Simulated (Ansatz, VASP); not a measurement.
# One calculation of FeC3, two programs

```
Fe C
1.0
     3.08038    0.00000    0.00000
     0.00000    3.08038    0.00000
     0.00000    0.00000    3.08038
Fe C
1 3
Direct
  0.00000 0.00000 0.00000
  0.00000 0.50000 0.50000
  0.50000 0.00000 0.50000
  0.50000 0.50000 0.00000
```

Alike in both runs: functional PBE; k mesh 16 × 16 × 16; occupations gaussian, width 0.1 eV; no spin polarisation.

Ansatz relaxed the structure, and its values are those at the end. VASP's run is a single point on that final structure, the one shown.

|  | VASP | Ansatz |
| --- | --- | --- |
| version | VASP 6.6.1 | Ansatz 0.2.0 |
| potentials or method | VASP PAW PBE potentials, release 64 (Fe, C), cutoff 520 eV | scalar-relativistic, plane waves, PAW |
| valence electrons in the cell | 20 | 28 |

```tsv
	VASP	Ansatz	Ansatz less VASP
gap on the k mesh at the Fermi level (eV)	none	none	-
pressure (GPa)	1.0	0.0	-0.98
```

A gap of «none» marks a metal or a gap that the smearing closes. VASP's potentials hold 20 valence electrons a cell and Ansatz's 28, so a difference there can come from the potentials and not from the codes.
